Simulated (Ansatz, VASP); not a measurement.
# Be2Si: VASP beside Ansatz

The input INCAR:

```
SYSTEM = Be2Si
PREC = Accurate ; ENCUT = 520
EDIFF = 1E-6 ; ISMEAR = -1
SIGMA = 0.05 ; LREAL = .FALSE.
LASPH = .TRUE. ; NELM = 100
ALGO = Fast ; ISIF = 2
LWAVE = .FALSE. ; LCHARG = .TRUE.
GGA = PE ; LELF = .TRUE.
LVHAR = .TRUE. ; NBANDS = 11
```

The input KPOINTS:

```
regular mesh
0
G
  9 9 9
  0 0 0
```

Contents of POSCAR:

```
Be2Si
1.0
    0.0000000000      2.6574839532      2.6574839532
    2.6574839532      0.0000000000      2.6574839532
    2.6574839532      2.6574839532      0.0000000000
Si Be
1 2
Direct
    0.0000000000      0.0000000000      0.0000000000
    0.2500000000      0.2500000000      0.2500000000
    0.7500000000      0.7500000000      0.7500000000
```

Contents of input.yaml:

```yaml
crystal:
  lattice:
    - [0.0, 2.6574839532, 2.6574839532]
    - [2.6574839532, 0.0, 2.6574839532]
    - [2.6574839532, 2.6574839532, 0.0]
  atoms:
    - { symbol: Si, position: [0.0, 0.0, 0.0] }
    - { symbol: Be, position: [0.25, 0.25, 0.25] }
    - { symbol: Be, position: [0.75, 0.75, 0.75] }
hamiltonian:
  xc: pbe
  pseudopotentials: { kind: paw }
kpoints:
  mp_grid: { grid: [9, 9, 9] }
scf:
  occupations: { method: fermi_dirac, width: 0.05 }
output:
  forces: true
  stress: true
  eigenvalues: true
```

Alike in both runs: task single point; functional PBE; k mesh 9 × 9 × 9; occupations fermi-dirac, width 0.05 eV; no spin polarisation.

```csv
,VASP,Ansatz
version,VASP 6.6.1,Ansatz 0.2.0
potentials or method,"VASP PAW PBE potentials, release 64 (Si, Be)",Ansatz PAW
plane-wave cutoff (eV),520,420
valence electrons in the cell,8,8
```

```tsv
	VASP	Ansatz	Ansatz less VASP
gap on the k mesh at the Fermi level (eV)	none	none	-
pressure (GPa)	-1.7	-1.7	-0.06
```

A gap of «none» marks a metal or a gap that the smearing closes.
